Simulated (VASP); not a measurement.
A run of VASP 6.6.1 is set up as follows.

The input INCAR:

```
SYSTEM = Pt
ALGO = Fast
EDIFF = 1E-7
ENCUT = 520
ISIF = 2
ISMEAR = 0
LASPH = .TRUE.
LCHARG = .TRUE.
LELF = .TRUE.
LREAL = .FALSE.
LVHAR = .TRUE.
LWAVE = .FALSE.
NBANDS = 11
NELM = 60
PREC = Accurate
SIGMA = 0.15
```

The input KPOINTS:

```
k-points
0
G
  22 22 22
  0 0 0
```

The input POSCAR:

```
Pt
1.0
    0.0000000000      1.8934213850      1.8934213850
    1.8934213850      0.0000000000      1.8934213850
    1.8934213850      1.8934213850      0.0000000000
Pt
1
Direct
    0.0000000000      0.0000000000      0.0000000000
```

Potentials or basis: VASP PAW LDA potentials, release 64 (Pt).

Command:

```sh
$ cat potpaw_LDA.64/Pt/POTCAR > POTCAR
$ mpirun -np 1 vasp_std > vasp.out
```

(1) Estimate the pressure.

(2) What does it give for the band gap on the k mesh?

Results:

(1) 33.3 GPa.

(2) zero (band 5 reaches 13.94 eV, above the bottom of band 6 at 11.25 eV).

Caveat: spin-orbit coupling is left out, which moves the levels of the heavy elements.
